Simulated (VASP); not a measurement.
Input of a VASP 6.6.1 run:

File POSCAR:

```
Hf
1.0
    0.0000000000      2.2724291774      2.2724291774
    2.2724291774      0.0000000000      2.2724291774
    2.2724291774      2.2724291774      0.0000000000
Hf
1
Direct
    0.0000000000      0.0000000000      0.0000000000
```

INCAR.step1

```
SYSTEM = Hf
PREC = Accurate
ENCUT = 520
ISMEAR = -1
SIGMA = 0.1
LREAL = .FALSE.
LASPH = .TRUE.
NELM = 80
NBANDS = 11
GGA = PE
ALGO = Normal
EDIFF = 1E-4
LWAVE = .TRUE.
LCHARG = .FALSE.
```

INCAR.step2

```
SYSTEM = Hf
PREC = Accurate
ENCUT = 520
EDIFF = 1E-7
ISMEAR = -1
SIGMA = 0.1
LREAL = .FALSE.
LASPH = .TRUE.
NELM = 80
ALGO = Normal
ISIF = 2
LWAVE = .FALSE.
LCHARG = .TRUE.
METAGGA = R2SCAN
LMIXTAU = .TRUE.
LELF = .TRUE.
LVHAR = .TRUE.
NBANDS = 11
ISTART = 1
```

The input KPOINTS:

```
regular mesh
0
G
  13 13 13
  0 0 0
```

Potentials or basis: VASP PAW PBE potentials, release 64 (Hf_pv).

Command:

```bash
$ cat potpaw_PBE.64/Hf_pv/POTCAR > POTCAR
$ cp INCAR.step1 INCAR
$ mpirun -np 1 vasp_std > vasp.out
$ cp INCAR.step2 INCAR
$ mpirun -np 1 vasp_std > vasp.out
```

Q: What does it give for the pressure?

A: -4.8 GPa.

Q: What does it give for the band gap on the k mesh?

A: Zero (bands 5 and 6 overlap by 2.12 eV).

Caveat: the cell stands under tension; the PAW data sets were made with another functional, which shifts forces and pressure a little; spin-orbit coupling is left out, which moves the levels of the heavy elements.
